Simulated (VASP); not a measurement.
Write the native input for VASP 6.6.1 that does the following.

| Item | Value |
| --- | --- |
| Task | single point |
| Functional | PBE |
| Potentials or basis | VASP PAW PBE potentials, release 64 (Li_sv, F, H) |
| Cutoff | 520 eV |
| k mesh | 2 × 2 × 2 |
| Occupations | gaussian, width 0.02 eV |
| Spin | collinear spin |
| Starting moments | [0.0, 0.0, 0.0, 0.0, 0.0, 0.0, 0.0, 0.0, 0.0, 0.0, 0.0, 0.0, 0.0, 0.0, 0.0, 0.0, 0.58] μB |
| Dipole correction | no |
| Further INCAR settings | LREAL = Auto; ALGO = Normal; EDIFF = 1e-06; NBANDS = 58 |

The structure of Li8HF8 (a cell with a defect) lies in POSCAR:

```
Li8HF8
1.0
   -4.0681815568      4.0681815568      0.0000000000
    0.0000000000      4.0681815568     -4.0681815568
   -4.0681815568      0.0000000000     -4.0681815568
Li F H
8 8 1
Direct
   -0.0043589500     -0.0044076204      0.4956258642
   -0.0042907377      0.5140666587      0.4956938307
   -0.0043156874     -0.0043655869      0.0141763585
    0.0046807154      0.4988329483     -0.0011599777
    0.5142343012     -0.0043794751      0.4956545011
    0.4988360209      0.4988266801      0.5046998201
    0.4988233617      0.0047338104     -0.0011789051
    0.4988607248      0.4988454846     -0.0011442459
    0.2591618602      0.7237301135      0.7591724845
    0.2590898379      0.2591099943      0.7590972666
    0.2477747087      0.7511576013      0.2511499268
    0.2591313798      0.2591586647      0.2238015898
    0.7511419924      0.7511545287      0.7477857017
    0.7238381471      0.2591418267      0.7591251661
    0.7511450650      0.7511639924      0.2511531223
    0.7511392885      0.2477981835      0.2511443960
    0.1253356058      0.1251035611      0.6252525765
```

The input as run:

INCAR

```
SYSTEM = Li8HF8
PREC = Accurate ; ENCUT = 520
EDIFF = 1E-6 ; ISMEAR = 0
SIGMA = 0.02 ; LREAL = Auto
LASPH = .True. ; NELM = 150
ALGO = Normal ; ISIF = 2
LWAVE = .False. ; LCHARG = .False.
ISPIN = 2 ; MAGMOM = 0 0 0 0 0 0 0 0 0 0 0 0 0 0 0 0 0.58
LORBIT = 11 ; GGA = PE
NBANDS = 58
```

KPOINTS

```
regular mesh
0
Gamma
  2 2 2
  0 0 0
```

Potentials or basis: VASP PAW PBE potentials, release 64 (Li_sv, F, H).

Run with:

```bash
$ cat potpaw_PBE.64/Li_sv/POTCAR potpaw_PBE.64/F/POTCAR potpaw_PBE.64/H/POTCAR > POTCAR
$ mpirun -np 1 vasp_std > vasp.out
```

It gave:

```yaml
Largest_force: 0.010 eV/Å
Band_gap_on_the_k_mesh: 1.59 eV
Net_moment: 1.00 μB per cell
Site_moments: Li +0.01, +0.00 (each value once); F +0.07, +0.00 (each value once); H +0.35 μB
Valence_electrons_inside_the_program's_atomic_spheres: Li 2.06, 2.07 (each value once); F 6.13, 6.14 (each value once); H 0.49
```

Caveat: the k points lie up to 0.67 Å⁻¹ apart.

It took 6.9 min on 1 thread of Intel(R) Xeon(R) Platinum 8259CL CPU @ 2.50GHz (Skylake/Cascade Lake) (shared host), peak memory 0.42 GiB.
